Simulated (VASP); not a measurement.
A run of VASP 6.6.1 is set up as follows.

The input INCAR:

```
SYSTEM = BN
ALGO     = Normal         ! electronic algorithm
EDIFF    = 1E-6           ! SCF threshold, eV
ENCUT    = 520            ! plane-wave cutoff, eV
ISIF     = 2              ! what is computed and relaxed
ISMEAR   = 0              ! smearing method
LASPH    = .True.         ! aspherical terms in the spheres
LCHARG   = .False.        ! write CHGCAR
LREAL    = .False.        ! projectors in reciprocal space
LWAVE    = .False.        ! write WAVECAR
NBANDS   = 16             ! bands
NELM     = 60             ! most SCF steps
PREC     = Accurate       ! precision mode
SIGMA    = 0.01           ! smearing width, eV
```

KPOINTS

```
k-points
0
Gamma
  7 7 3
  0 0 0
```

File POSCAR:

```
BN
1.0
    2.4982400000      0.0000000000      0.0000000000
   -1.2491200000      2.1635393000      0.0000000000
    0.0000000000      0.0000000000      6.6357000000
B N
2 2
Direct
    0.3533474248      0.6666666697      0.2500000000
    0.6666666674      0.3333333349      0.7500000000
    0.3333333349      0.6666666697      0.7500000000
    0.6666666674      0.3333333349      0.2500000000
```

Potentials or basis: VASP PAW LDA potentials, release 64 (B, N).

Command:

```console
$ cat potpaw_LDA.64/B/POTCAR potpaw_LDA.64/N/POTCAR > POTCAR
$ mpirun -np 1 vasp_std > vasp.out
```

**Question.** Predict the largest force.

**Answer.** 2.092 eV/Å.

**Question.** Predict the band gap on the k mesh.

**Answer.** 4.17 eV, indirect (least direct gap 4.35 eV).

**Question.** Predict the pressure.

**Answer.** -2.0 GPa.

Stress tensor (GPa, compression positive):
```
-2.48 -2.88  0.00
-2.88 -2.85  0.00
 0.00  0.00 -0.71
```

Caveat: forces of over 1 eV/Å act on the atoms, so gaps and moduli don't describe the material at rest. A k mesh can miss the band edges.
